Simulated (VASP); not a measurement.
Runs of VASP 6.6.1 on MgH2. The structure is that of space group P4/mmm (No. 123), or close to it. The cells are those of the table. 

```tsv
task	cell	k mesh	cutoff (eV)	gap on the mesh (eV)	pressure (GPa)	relaxed volume (Å³/atom)
relaxation of cell and atoms	relaxed from a = 4.068, b = 4.068, c = 2.876 Å, 3 atoms	4 × 4 × 6	600	none	0.3	9.52
single point	a = 3.272, b = 3.272, c = 2.678 Å, 3 atoms	6 × 6 × 6	520	none	-0.3	-
single point	a = 4.068, b = 4.068, c = 2.876 Å, 3 atoms	4 × 4 × 6	520	none	(a)	-
relaxation of cell and atoms	relaxed from a = 3.272, b = 3.272, c = 2.678 Å, 3 atoms	14 × 14 × 18	600	none	0.0	9.55
single point	a = 3.278, b = 3.278, c = 2.676 Å, 3 atoms	14 × 14 × 18	520	none	-0.3	-
relaxation of cell and atoms	relaxed from a = 3.305, b = 3.305, c = 2.655 Å, 3 atoms	6 × 6 × 6	600	none	-0.5	9.60
single point	a = 3.305, b = 3.305, c = 2.655 Å, 3 atoms	4 × 4 × 6	520	none	-0.3	-
```

Alike in all rows: level PBE; potentials or basis VASP PAW PBE potentials, release 64 (Mg, H); no spin polarisation; smearing gaussian 0.1 eV.

Question: Estimate the missing entries.

Answer: (a) -10.3.

Caveats: some runs use coarse meshes; the volume moved by over 15 % at a fixed basis, so the end points are rough (at least some runs).

A gap of «none» marks levels without a gap at the run's occupations.
